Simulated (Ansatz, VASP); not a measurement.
# One calculation of TaN, two programs

The input INCAR:

```
ALGO = Normal ; DIPOL = 0.5 0.5 0.500
EDIFF = 1E-6 ; ENCUT = 520
GGA = PE ; GGA_COMPAT = False
IDIPOL = 3 ; ISIF = 2
ISMEAR = -1 ; LASPH = True
LCHARG = True ; LDIPOL = True
LELF = True ; LREAL = False
LVACPOTAV = True ; LVHAR = True
LWAVE = False ; NBANDS = 24
NELM = 120 ; NELMDL = -8
PREC = Accurate ; SIGMA = 0.08
```

KPOINTS

```
k-points
0
Gamma
  13 13 1
```

File POSCAR:

```
TaN
1.0
    3.1233934579      0.0000000000      0.0000000000
    0.0000000000      3.1233934579      0.0000000000
    0.0000000000      0.0000000000     18.2086000000
Ta N
2 2
Direct
    0.0000000000      0.0000000000      0.4464927893
    0.5000000000      0.5000000000      0.5535072038
    0.5000000000      0.5000000000      0.4321849920
    0.0000000000      0.0000000000      0.5678150148
```

Input for Ansatz:

```yaml
crystal:
  lattice:
    - [3.1233934579, 0.0, 0.0]
    - [0.0, 3.1233934579, 0.0]
    - [0.0, 0.0, 18.2086]
  atoms:
    - { symbol: Ta, position: [0.0, 0.0, 0.4464927893] }
    - { symbol: "N", position: [0.5, 0.5, 0.432184992] }
    - { symbol: Ta, position: [0.5, 0.5, 0.5535072038] }
    - { symbol: "N", position: [0.0, 0.0, 0.5678150148] }
kpoints:
  mp_grid: { grid: [13, 13, 1] }
scf:
  occupations: { method: fermi_dirac, width: 0.08 }
hamiltonian:
  xc: pbe
  pseudopotentials: { kind: nc }
output:
  forces: true
  stress: true
  eigenvalues: true
efield:
  axis: 3
  amplitude: 0
  dipole_correction: true
```

Alike in both runs: task single point; functional PBE; k mesh 13 × 13 × 1; occupations fermi-dirac, width 0.08 eV; no spin polarisation.

|  | VASP | Ansatz |
| --- | --- | --- |
| version | VASP 6.6.1 | Ansatz 0.2.0 |
| potentials or method | VASP PAW PBE potentials, release 64 (Ta_pv, N) | norm-conserving pseudopotentials, scalar-relativistic |
| plane-wave cutoff (eV) | 520 | 1240 |
| valence electrons in the cell | 32 | 64 |

```csv
,VASP,Ansatz,Ansatz less VASP
rms of the force components (eV/Å),0.012,0.012,+0.0005
```

With one functional, cell and mesh, what is left measures potentials, basis and numerics. VASP's potentials hold 32 valence electrons a cell and Ansatz's 64, so a difference there can come from the potentials and not from the codes.

Spin-orbit coupling is off throughout.
